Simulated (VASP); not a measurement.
# FeCo (Pm-3m) in VASP: elastic constants with LDA

Aim: the elastic constants of FeCo with LDA.

Program: VASP 6.6.1. These are calculated values, not measurements. Logs are shortened: lines on timing, memory, paths and dates and some standing lists are left out, and cuts for length are marked.

## Step 1: The cell of the first run

It takes space group Pm-3m (No. 221, cubic). The conventional cell has a = 2.765 Å, b = 2.765 Å, c = 2.765 Å, α = 90.00°, β = 90.00°, γ = 90.00°. Fe (site symmetry m-3m) has 8 Co at 2.39 Å and 6 Fe at 2.76 Å within 3.2 Å. Co (site symmetry m-3m) has 8 Fe at 2.39 Å and 6 Co at 2.76 Å within 3.2 Å.

## Step 2: Elastic constants, LDA, collinear spin, ferromagnetic start

INCAR reads:

```
SYSTEM = FeCo
PREC = Accurate
ENCUT = 600
EDIFF = 1E-8
ISMEAR = -1
SIGMA = 0.08
LREAL = .FALSE.
LASPH = .TRUE.
NELM = 200
ALGO = Normal
ISIF = 3
LWAVE = .FALSE.
LCHARG = .FALSE.
ISPIN = 2
MAGMOM = 2.6 1.7
LORBIT = 11
LMAXMIX = 4
NBANDS = 20
IBRION = 6
NFREE = 2
POTIM = 0.015
NSW = 1
GGA_COMPAT = .FALSE.
KPAR = 4
```

KPOINTS reads:

```
Automatic mesh
0
G
  16 16 16
  0 0 0
```

POSCAR reads:

```
FeCo
1.0
    2.7646194826      0.0000000000      0.0000000000
    0.0000000000      2.7646194826      0.0000000000
    0.0000000000      0.0000000000      2.7646194826
Fe Co
1 1
Direct
    0.5000000000      0.5000000000      0.5000000000
    0.0000000000      0.0000000000      0.0000000000
```

Potentials or basis: VASP PAW LDA potentials, release 64 (Fe, Co).

On the command line:

```console
$ cat potpaw_LDA.64/Fe/POTCAR potpaw_LDA.64/Co/POTCAR > POTCAR
$ mpirun -np 4 vasp_std > vasp.out
```

OUTCAR:

```text
SYSTEM = FeCo
   PREC = Accurate
   ENCUT = 600
   EDIFF = 1E-8
   ISMEAR = -1
   LREAL = .FALSE.
   LASPH = .TRUE.
   NELM = 200
   ISIF = 3
   ISPIN = 2
   LORBIT = 11
   IBRION = 6
   NFREE = 2
   POTIM = 0.015
   NSW = 1

 ion  position               nearest neighbor table
   1  0.500  0.500  0.500-   2 2.39   2 2.39   2 2.39   2 2.39   2 2.39   2 2.39   2 2.39   2 2.39

   2  0.000  0.000  0.000-   1 2.39   1 2.39   1 2.39   1 2.39   1 2.39   1 2.39   1 2.39   1 2.39

  LATTYP: Found a simple cubic cell.
 ALAT       =     2.7646194826

  Lattice vectors:

 A1 = (   2.7646194826,   0.0000000000,   0.0000000000)
 A2 = (   0.0000000000,   2.7646194826,   0.0000000000)
 A3 = (   0.0000000000,   0.0000000000,   2.7646194826)

Analysis of symmetry for initial positions (statically):
=====================================================================
 Subroutine PRICEL returns:
 Original cell was already a primitive cell.

 Routine SETGRP: Setting up the symmetry group for a
 simple cubic supercell.

 Subroutine GETGRP returns: Found 48 space group operations
 (whereof 48 operations were pure point group operations)
 out of a pool of 48 trial point group operations.

The static configuration has the point symmetry O_h .

Analysis of symmetry for dynamics (positions and initial velocities):
=====================================================================
 Subroutine PRICEL returns:
 Original cell was already a primitive cell.

 Routine SETGRP: Setting up the symmetry group for a
 simple cubic supercell.

 Subroutine GETGRP returns: Found 48 space group operations
 (whereof 48 operations were pure point group operations)
 out of a pool of 48 trial point group operations.

The dynamic configuration has the point symmetry O_h .

Analysis of structural, dynamic, and magnetic symmetry:
=====================================================================
 Subroutine PRICEL returns:
 Original cell was already a primitive cell.

 Routine SETGRP: Setting up the symmetry group for a
 simple cubic supercell.

 Subroutine GETGRP returns: Found 48 space group operations
 (whereof 48 operations were pure point group operations)
 out of a pool of 48 trial point group operations.

The overall configuration has the point symmetry O_h .

 Subroutine INISYM returns: Found 48 space group operations
 (whereof 48 operations are pure point group operations),
 and found     1 'primitive' translations

----------------------------------------------------------------------------------------

                                     Primitive cell

  volume of cell :      21.1303

  direct lattice vectors                    reciprocal lattice vectors
     2.764619483  0.000000000  0.000000000     0.361713432  0.000000000  0.000000000
     0.000000000  2.764619483  0.000000000     0.000000000  0.361713432  0.000000000
     0.000000000  0.000000000  2.764619483     0.000000000  0.000000000  0.361713432

  length of vectors
     2.764619483  2.764619483  2.764619483     0.361713432  0.361713432  0.361713432

  position of ions in fractional coordinates (direct lattice)
     0.500000000  0.500000000  0.500000000
     0.000000000  0.000000000  0.000000000

  ion indices of the primitive-cell ions
   primitive index   ion index
                 1           1
                 2           2

[... 119 lines left out ...]

  energy without entropy =      -17.25145239  energy(sigma->0) =      -17.27180425

------------------------ aborting loop because EDIFF is reached ----------------------------------------

  FORCE on cell =-STRESS in cart. coord.  units (eV):
  Direction    XX          YY          ZZ          XY          YZ          ZX
  --------------------------------------------------------------------------------------
  -------------------------------------------------------------------------------------
  Total       -0.1498011     -0.1498011     -0.1498011      0.0000000      0.0000000      0.0000000
  in kB      -11.3584595    -11.3584595    -11.3584595      0.0000000      0.0000000      0.0000000
  external PRESSURE =     -11.3584595 kB  Pullay stress =       0.0000000 kB
[... 89 lines left out ...]
  FREE ENERGIE OF THE ION-ELECTRON SYSTEM (eV)
  ---------------------------------------------------
  free  energy   TOTEN  =       -17.2898147487 eV

  energy  without entropy=      -17.2483191675  energy(sigma->0) =      -17.26906696

[... ionic steps 4 to 14 ...]

--------------------------------------- Ionic step       15  -------------------------------------------

 number of electron      17.0000002 magnetization       4.2442785

------------------------ aborting loop because EDIFF is reached ----------------------------------------
[... 67 lines left out ...]
--------------------------------------- Ionic step       17  -------------------------------------------

 number of electron      17.0000000 magnetization       4.2442750

 Free energy of the ion-electron system (eV)
  ---------------------------------------------------
  ext. energy  EPLUGINS =         0.00000000
  ---------------------------------------------------
  free energy    TOTEN  =       -17.29148532 eV

  energy without entropy =      -17.25081737  energy(sigma->0) =      -17.27115135

 E-fermi :   8.7786     XC(G=0): -13.8553

 val. band max:        8.7779694157   @ k =   0.0625   0.3750   0.1250
 cond. band min:       8.7788229615   @ k =   0.0000   0.5000   0.0625
 fundamental gap:      0.0008535458
 Fermi energy:         8.7786013248

 spin component 1

 k-point     1 :       0.0000    0.0000    0.0000
  band No.  band energies     occupation
      1      -0.6637      1.00000
      2       3.1902      1.00000
      3       3.1915      1.00000
      4       5.7780      1.00000
      5       5.7793      1.00000
      6       5.7793      1.00000
[... 541 lines left out ...]
     19      31.5078      0.00000
     20      31.8741      0.00000

 [... further k-points ...]

 spin component 2

 k-point     1 :       0.0000    0.0000    0.0000
  band No.  band energies     occupation
      1      -0.2937      1.00000
      2       4.7155      1.00000
      3       4.7167      1.00000
      4       7.4884      1.00000
      5       7.4898      1.00000
      6       7.4898      1.00000
[... 572 lines left out ...]
  FREE ENERGIE OF THE ION-ELECTRON SYSTEM (eV)
  ---------------------------------------------------
  free  energy   TOTEN  =       -17.2914853242 eV

  energy  without entropy=      -17.2508173746  energy(sigma->0) =      -17.27115135

 INTERNAL STRAIN TENSORS FROM STRAINED CELLS
 ============================================

 INTERNAL STRAIN TENSOR FOR ION    1 for displacements in x,y,z  (eV/Angst):
          X           Y           Z          XY          YZ          ZX
  --------------------------------------------------------------------------------
  x     0.00000     0.00000     0.00000     0.00000     0.00000     0.00000
  y     0.00000     0.00000     0.00000     0.00000     0.00000     0.00000
  z     0.00000     0.00000     0.00000     0.00000    -0.00000     0.00000

 INTERNAL STRAIN TENSORS FROM DISPLACED ATOMS
 ============================================

 INTERNAL STRAIN TENSOR FOR ION    1 for displacements in x,y,z  (eV/Angst):
          X           Y           Z          XY          YZ          ZX
  --------------------------------------------------------------------------------
  x     0.00000     0.00000     0.00000     0.00000     0.00000     0.00000
  y     0.00000     0.00000     0.00000     0.00000     0.00000     0.00000
  z     0.00000     0.00000     0.00000     0.00000     0.00000     0.00000

 INTERNAL STRAIN TENSOR FOR ION    2 for displacements in x,y,z  (eV/Angst):
          X           Y           Z          XY          YZ          ZX
  --------------------------------------------------------------------------------
  x     0.00000     0.00000     0.00000     0.00000     0.00000     0.00000
  y     0.00000     0.00000     0.00000     0.00000     0.00000     0.00000
  z     0.00000     0.00000     0.00000     0.00000     0.00000     0.00000

 Eigenvectors and eigenvalues of the dynamical matrix
 ----------------------------------------------------

   1 f  =    7.129729 THz    44.797407 2PiTHz  237.822155 cm-1    29.486176 meV
             X         Y         Z           dx          dy          dz
      1.382310  1.382310  1.382310     0.716451    0.000000   -0.000000
      0.000000  0.000000  0.000000    -0.697638    0.000000    0.000000
[... 21 lines left out ...]
   6 f/i=    0.001007 THz     0.006329 2PiTHz    0.033600 cm-1     0.004166 meV
             X         Y         Z           dx          dy          dz
      1.382310  1.382310  1.382310    -0.697638   -0.000000   -0.000000
      0.000000  0.000000  0.000000    -0.716451    0.000000    0.000000

--------------------------------------------------------------------------------------------------------

 ELASTIC MODULI CONTR FROM IONIC RELAXATION (kBar)
 Direction    XX          YY          ZZ          XY          YZ          ZX
 --------------------------------------------------------------------------------
 XX           0.0000      0.0000      0.0000      0.0000      0.0000      0.0000
 YY           0.0000      0.0000      0.0000      0.0000      0.0000      0.0000
 ZZ           0.0000      0.0000      0.0000      0.0000      0.0000      0.0000
 XY           0.0000      0.0000      0.0000      0.0000      0.0000      0.0000
 YZ           0.0000      0.0000      0.0000      0.0000      0.0000      0.0000
 ZX           0.0000      0.0000      0.0000      0.0000      0.0000      0.0000
 --------------------------------------------------------------------------------

 TOTAL ELASTIC MODULI (kBar)
 Direction    XX          YY          ZZ          XY          YZ          ZX
 --------------------------------------------------------------------------------
 XX        3013.0608   2105.4797   2105.4797      0.0000      0.0000      0.0000
 YY        2105.4797   3013.0608   2105.4797     -0.0000      0.0000     -0.0000
 ZZ        2105.4797   2105.4797   3013.0608     -0.0000     -0.0000     -0.0000
 XY           0.0000     -0.0000     -0.0000   1451.0662      0.0000      0.0000
 YZ           0.0000      0.0000     -0.0000      0.0000   1451.0662      0.0000
 ZX           0.0000     -0.0000     -0.0000      0.0000      0.0000   1451.0662
 --------------------------------------------------------------------------------

 total charge

# of ion       s       p       d       tot
------------------------------------------
    1        0.505   0.589   6.265   7.358
    2        0.520   0.572   7.315   8.406
--------------------------------------------------
tot          1.025   1.160  13.579  15.764

 magnetization (x)

# of ion       s       p       d       tot
------------------------------------------
    1       -0.006  -0.029   2.559   2.525
    2       -0.006  -0.033   1.714   1.675
--------------------------------------------------
tot         -0.011  -0.061   4.273   4.200
```

Run time: 18 min. Hardware: 4 MPI ranks of Intel Xeon 6975P-C (Granite Rapids), shared host; peak memory 1.6 GiB.

What came out:

```yaml
Net_moment: 4.24 μB per cell
Site_moments: Fe +2.52; Co +1.68 μB
Valence_electrons_inside_the_program's_atomic_spheres: Fe 7.36; Co 8.41
Elastic_constants_C11_C12_C44: 301, 211, 145 GPa
Voigt_bulk_modulus: 241 GPa
Highest_phonon_frequency_at_Γ: 238 cm⁻¹
```

Phonon frequencies in cm⁻¹ (negative: imaginary):
| q point | frequencies |
| --- | --- |
| (0.000, 0.000, 0.000) | 0 0 0 238 238 238 |

Elastic tensor in Voigt notation (GPa, in the Cartesian axes of the cell as first typed):
```
301 211 211   0   0   0
211 301 211   0   0   0
211 211 301   0   0   0
  0   0   0 145   0   0
  0   0   0   0 145   0
  0   0   0   0   0 145
```

Clamped-ion elastic tensor (GPa):
```
301 211 211   0   0   0
211 301 211   0   0   0
211 211 301   0   0   0
  0   0   0 145   0   0
  0   0   0   0 145   0
  0   0   0   0   0 145
```

Caveat: the cell is under stress, which shifts elastic constants.
